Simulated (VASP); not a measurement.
# MnO (F-43m) in VASP: single point with LDA

Aim: the single point of MnO with LDA.

Everything below comes from runs of VASP 6.6.1. Logs are shortened: lines on timing, memory, paths and dates and some standing lists are left out, and cuts for length are marked.

## 1. The cell of the first run

It takes space group F-43m (No. 216, cubic). Conventional cell: a = 4.873 Å, b = 4.873 Å, c = 4.873 Å, α = 90.00°, β = 90.00°, γ = 90.00°. Mn (site symmetry -43m) has 4 O at 2.11 Å within 2.8 Å. Within 2.8 Å of O (site symmetry -43m) lie 4 Mn at 2.11 Å.

## 2. Single point, LDA

Input file INCAR:

```
ALGO = Normal ; EDIFF = 1E-6
ENCUT = 520 ; ISIF = 2
ISMEAR = 0 ; LASPH = T
LCHARG = T ; LELF = T
LREAL = F ; LVHAR = T
LWAVE = F ; NBANDS = 16
NELM = 80 ; PREC = Accurate
SIGMA = 0.05
```

Input file KPOINTS:

```
k-points
0
Gamma
  7 7 7
```

Input file POSCAR:

```
MnO
1.0
    0.0000000000      2.4365134300      2.4365134300
    2.4365134300      0.0000000000      2.4365134300
    2.4365134300      2.4365134300      0.0000000000
Mn O
1 1
Direct
    0.0000000000      0.0000000000      0.0000000000
    0.2500000000      0.2500000000      0.2500000000
```

Potentials or basis: VASP PAW LDA potentials, release 64 (Mn_pv, O).

Run with:

```
$ cat potpaw_LDA.64/Mn_pv/POTCAR potpaw_LDA.64/O/POTCAR > POTCAR
$ mpirun -np 1 vasp_std > vasp.out
```

OUTCAR:

```text
EDIFF = 1E-6
   ENCUT = 520
   ISIF = 2
   ISMEAR = 0
   LASPH = T
   LREAL = F
   NELM = 80
   PREC = Accurate

 ion  position               nearest neighbor table
   1  0.000  0.000  0.000-   2 2.11   2 2.11   2 2.11   2 2.11
   2  0.250  0.250  0.250-   1 2.11   1 2.11   1 2.11   1 2.11

  LATTYP: Found a face centered cubic cell.
 ALAT       =     4.8730268600

  Lattice vectors:

 A1 = (   0.0000000000,   2.4365134300,   2.4365134300)
 A2 = (   2.4365134300,   0.0000000000,   2.4365134300)
 A3 = (   2.4365134300,   2.4365134300,   0.0000000000)

Analysis of symmetry for initial positions (statically):
=====================================================================
 Subroutine PRICEL returns:
 Original cell was already a primitive cell.

 Routine SETGRP: Setting up the symmetry group for a
 face centered cubic supercell.

 Subroutine GETGRP returns: Found 24 space group operations
 (whereof 24 operations were pure point group operations)
 out of a pool of 48 trial point group operations.

The static configuration has the point symmetry T_d .

Analysis of symmetry for dynamics (positions and initial velocities):
=====================================================================
 Subroutine PRICEL returns:
 Original cell was already a primitive cell.

 Routine SETGRP: Setting up the symmetry group for a
 face centered cubic supercell.

 Subroutine GETGRP returns: Found 24 space group operations
 (whereof 24 operations were pure point group operations)
 out of a pool of 48 trial point group operations.

The dynamic configuration has the point symmetry T_d .

 Subroutine INISYM returns: Found 24 space group operations
 (whereof 24 operations are pure point group operations),
 and found     1 'primitive' translations

----------------------------------------------------------------------------------------

                                     Primitive cell

  volume of cell :      28.9292

  direct lattice vectors                    reciprocal lattice vectors
     0.000000000  2.436513430  2.436513430    -0.205211264  0.205211264  0.205211264
     2.436513430  0.000000000  2.436513430     0.205211264 -0.205211264  0.205211264
     2.436513430  2.436513430  0.000000000     0.205211264  0.205211264 -0.205211264

  length of vectors
     3.445750338  3.445750338  3.445750338     0.355436335  0.355436335  0.355436335

  position of ions in fractional coordinates (direct lattice)
     0.000000000  0.000000000  0.000000000
     0.250000000  0.250000000  0.250000000

  ion indices of the primitive-cell ions
   primitive index   ion index
                 1           1
                 2           2

----------------------------------------------------------------------------------------

 KPOINTS: k-points

Automatic generation of k-mesh.
 Grid dimensions read from file:
 generate k-points for:    7    7    7

 Generating k-lattice:

  Cartesian coordinates                     Fractional coordinates (reciprocal lattice)
    -0.029315895  0.029315895  0.029315895     0.142857143  0.000000000  0.000000000
     0.029315895 -0.029315895  0.029315895     0.000000000  0.142857143  0.000000000
     0.029315895  0.029315895 -0.029315895     0.000000000  0.000000000  0.142857143

  Length of vectors
     0.050776619  0.050776619  0.050776619

  Shift w.r.t. Gamma in fractional coordinates (k-lattice)
     0.000000000  0.000000000  0.000000000

 Subroutine IBZKPT returns following result:
 ===========================================

 Found     20 irreducible k-points:

 Following reciprocal coordinates:
            Coordinates               Weight
  0.000000  0.000000  0.000000      1.000000
  0.142857  0.000000  0.000000      8.000000
  0.285714  0.000000  0.000000      8.000000
  0.428571  0.000000  0.000000      8.000000
  0.142857  0.142857  0.000000      6.000000
  0.285714  0.142857  0.000000     24.000000
[... 12 lines left out ...]
 -0.428571  0.428571  0.142857     24.000000
 -0.285714  0.428571  0.142857     24.000000
   k-points           NKPTS =     20   k-points in BZ     NKDIM =     20   number of bands    NBANDS=     16
   number of dos      NEDOS =    301   number of ions     NIONS =      2
   total plane-waves  NPLWV =  21952
   dimension x,y,z NGX =    28 NGY =   28 NGZ =   28
   dimension x,y,z NGXF=    56 NGYF=   56 NGZF=   56
   ions per type =               1   1
   NGX,Y,Z   is equivalent  to a cutoff of  13.51, 13.51, 13.51 a.u.
   NGXF,Y,Z  is equivalent  to a cutoff of  27.02, 27.02, 27.02 a.u.
 SYSTEM =  unknown system
   PREC   = accura    normal or accurate (medium, high low for compatibility)
   ISTART =      0    job   : 0-new  1-cont  2-samecut
   ICHARG =      2    charge: 1-file 2-atom 10-const
   ISPIN  =      1    spin polarized calculation?
   LNONCOLLINEAR =      F non collinear calculations
   LSORBIT =      F    spin-orbit coupling
   LASPH  =      T    aspherical Exc in radial PAW
   ENCUT  =  520.0 eV  38.22 Ry    6.18 a.u.   6.41  6.41  6.41*2*pi/ulx,y,z
   NELM   =     80;   NELMIN=  2; NELMDL= -5     # of ELM steps
   EDIFF  = 0.1E-05   stopping-criterion for ELM
   LREAL  =      F    real-space projection
   EDIFFG = 0.1E-04   stopping-criterion for IOM
   NSW    =      0    number of steps for IOM
   IBRION =     -1    ionic relax: 0-MD 1-quasi-New 2-CG
   NFREE  =      0    steps in history (QN), initial steepest desc. (CG)
   ISIF   =      2    stress and relaxation
   ISYM   =      2    0-nonsym 1-usesym 2-fastsym
   POTIM  = 0.5000    time-step for ionic-motion
   TEBEG  =    0.0;   TEEND  =   0.0 temperature during run
   PSTRESS=    0.0 pullay stress
   NELECT =      19.0000    total number of electrons
   NUPDOWN=      -1.0000    fix difference up-down
   EMIN   =  10.00;   EMAX   =-10.00  energy-range for DOS
   EFERMI =   0.00;   METHOD = LEGACY
   ISMEAR =     0;   SIGMA  =   0.05  broadening in eV -4-tet -1-fermi 0-gaus
   EFERMI_NEDOS =   21; number of points for ismear=-14 and -15
   IALGO  =     38    algorithm
   IMIX   =      4    mixing-type and parameters
     AMIX     =   0.40;   BMIX     =  1.00
     AMIX_MAG =   1.60;   BMIX_MAG =  1.00
  volume/ion in A,a.u.               =      14.46        97.61
  Fermi-wavevector in a.u.,A,eV,Ry     =   1.423029  2.689136 27.551972  2.025013
  Thomas-Fermi vector in A             =   2.543670
   LORBIT       =      0    0 simple, 1 ext, 2 COOP (PROOUT), +10 PAW based schemes
   GGA     = CA    functional components
   LHFCALC =     F    Hartree Fock is set to
   AEXX    =    0.0000 exact exchange contribution
   IVDW    =     0    specifies the selected vdW correction
   LEPSILON=     F    determine dielectric tensor
   LRPA    =     F    only Hartree local field effects (RPA)
 non-spin polarized calculation
 Gauss-broadening in eV      SIGMA  =   0.05
  energy-cutoff  :      520.00
  volume of cell :       28.93
 maximum number of plane-waves:       793
 NGX is ok and might be reduce to    28
   NGX = 13   NGY = 13   NGZ = 13

 number of electron      19.0000007 magnetization

 Free energy of the ion-electron system (eV)
  ---------------------------------------------------
  ext. energy  EPLUGINS =         0.00000000
  ---------------------------------------------------
  free energy    TOTEN  =       -15.82155527 eV

  energy without entropy =      -15.81109072  energy(sigma->0) =      -15.81632299

 E-fermi :   3.8402     XC(G=0): -10.8192

 val. band max:        3.8314124087   @ k =  -0.2857   0.1429   0.0000
 cond. band min:       3.8488278783   @ k =   0.4286   0.2857   0.0000
 fundamental gap:      0.0174154696
 Fermi energy:         3.8401659203

 k-point     1 :       0.0000    0.0000    0.0000
  band No.  band energies     occupation
      1     -43.7411      2.00000
      2     -43.7411      2.00000
      3     -43.7411      2.00000
      4     -15.1386      2.00000
      5      -1.2037      2.00000
      6      -1.2037      2.00000
[... 8 lines left out ...]
     15      16.5662      0.00000
     16      16.5662      0.00000

 k-point     2 :       0.1429    0.0000    0.0000
  band No.  band energies     occupation
      1     -43.7461      2.00000
      2     -43.7419      2.00000
      3     -43.7419      2.00000
      4     -15.0691      2.00000
      5      -1.5036      2.00000
      6      -1.1589      2.00000
[... 8 lines left out ...]
     15      16.6691      0.00000
     16      16.6691      0.00000

 k-point     3 :       0.2857    0.0000    0.0000
  band No.  band energies     occupation
      1     -43.7571      2.00000
      2     -43.7436      2.00000
      3     -43.7436      2.00000
      4     -14.9111      2.00000
      5      -1.9437      2.00000
      6      -1.0666      2.00000
[... 8 lines left out ...]
     15      16.5673      0.00000
     16      16.5673      0.00000

 k-point     4 :       0.4286    0.0000    0.0000
  band No.  band energies     occupation
      1     -43.7659      2.00000
      2     -43.7450      2.00000
      3     -43.7450      2.00000
      4     -14.7835      2.00000
      5      -2.1498      2.00000
      6      -1.0028      2.00000
[... 8 lines left out ...]
     15      16.2521      0.00000
     16      16.2521      0.00000
[... 248 lines left out ...]
 k-point    18 :      -0.4286    0.2857    0.1429
  band No.  band energies     occupation
      1     -43.7628      2.00000
      2     -43.7527      2.00000
      3     -43.7475      2.00000
      4     -14.7097      2.00000
      5      -1.8572      2.00000
      6      -1.2891      2.00000
[... 8 lines left out ...]
     15      13.3954      0.00000
     16      15.5409      0.00000

 k-point    19 :      -0.4286    0.4286    0.1429
  band No.  band energies     occupation
      1     -43.7637      2.00000
      2     -43.7530      2.00000
      3     -43.7501      2.00000
      4     -14.6708      2.00000
      5      -2.0057      2.00000
      6      -1.0736      2.00000
[... 8 lines left out ...]
     15      13.0609      0.00000
     16      14.7474      0.00000

 k-point    20 :      -0.2857    0.4286    0.1429
  band No.  band energies     occupation
      1     -43.7616      2.00000
      2     -43.7564      2.00000
      3     -43.7497      2.00000
      4     -14.6604      2.00000
      5      -1.7247      2.00000
      6      -1.3678      2.00000
[... 8 lines left out ...]
     15      12.3422      0.00000
     16      14.5462      0.00000

------------------------ aborting loop because EDIFF is reached ----------------------------------------

  FORCE on cell =-STRESS in cart. coord.  units (eV):
  Direction    XX          YY          ZZ          XY          YZ          ZX
  --------------------------------------------------------------------------------------
  -------------------------------------------------------------------------------------
  Total       -7.7736143     -7.7736143     -7.7736143      0.0000000     -0.0000000      0.0000000
  in kB     -430.5237823   -430.5237823   -430.5237823      0.0000000     -0.0000000      0.0000000
  external PRESSURE =    -430.5237823 kB  Pullay stress =       0.0000000 kB

 VOLUME and BASIS-vectors are now :
 -----------------------------------------------------------------------------
  energy-cutoff  :      520.00
  volume of cell :       28.93
      direct lattice vectors                 reciprocal lattice vectors
     0.000000000  2.436513430  2.436513430    -0.205211264  0.205211264  0.205211264
     2.436513430  0.000000000  2.436513430     0.205211264 -0.205211264  0.205211264
     2.436513430  2.436513430  0.000000000     0.205211264  0.205211264 -0.205211264

 POSITION                                       TOTAL-FORCE (eV/Angst)
 -----------------------------------------------------------------------------------
      0.00000      0.00000      0.00000        -0.000000     -0.000000     -0.000000
      1.21826      1.21826      1.21826         0.000000      0.000000      0.000000
 -----------------------------------------------------------------------------------
    total drift:                                0.000000      0.000000      0.000000

  FREE ENERGIE OF THE ION-ELECTRON SYSTEM (eV)
  ---------------------------------------------------
  free  energy   TOTEN  =       -15.8215552716 eV

  energy  without entropy=      -15.8110907151  energy(sigma->0) =      -15.81632299
```

Run time: 26 s. Hardware: 1 thread of AMD EPYC 7R13, shared host; peak memory 0.11 GiB.

What came out:

- Free energy: -15.8216 eV
- Pressure: -43.1 GPa

Caveat: an odd number of electrons without spin polarisation forces a metal; a magnetic or distorted state may lie lower; the run has no spin polarisation, though such a crystal can be magnetic; semilocal functionals often make such compounds metallic where correlation or magnetic order opens a gap, which also shifts bond lengths. With open d or f shells a metallic result of LDA can be an artefact of self-interaction; +U or a hybrid may open a gap.
